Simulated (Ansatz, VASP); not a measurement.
## One calculation of Fe, two programs

```
Fe
1.0
     0.00000    2.37554    2.37554
     2.37554    0.00000    2.37554
     2.37554    2.37554    0.00000
Fe
2
Direct
  0.50000 0.50000 0.50000
  0.75000 0.75000 0.75000
```

Alike in both runs: task relaxation of cell and atoms; functional PBE; k mesh 6 × 6 × 6; occupations gaussian, width 0.1 eV; no spin polarisation.

|  | VASP | Ansatz |
| --- | --- | --- |
| version | VASP 6.6.1 | Ansatz 0.2.0 |
| potentials or method | VASP PAW PBE potentials, release 64 (Fe), cutoff 600 eV | scalar-relativistic, plane waves, PAW |
| valence electrons in the cell | 16 | 32 |

|  | VASP | Ansatz | Ansatz less VASP |
| --- | --- | --- | --- |
| gap on the k mesh at the Fermi level, each at its own relaxed structure (eV) | none | none | - |
| relaxed volume (Å³/atom) | 14.33 | 14.46 | +0.133 |
| relaxed cell length with the largest relative difference (Å) | 3.435 | 3.446 | +0.0106 |

A gap of «none» marks a metal or a gap that the smearing closes. VASP's potentials hold 16 valence electrons a cell and Ansatz's 32, so a difference there can come from the potentials and not from the codes.

The k mesh is coarse, so the values compare programs but aren't converged.
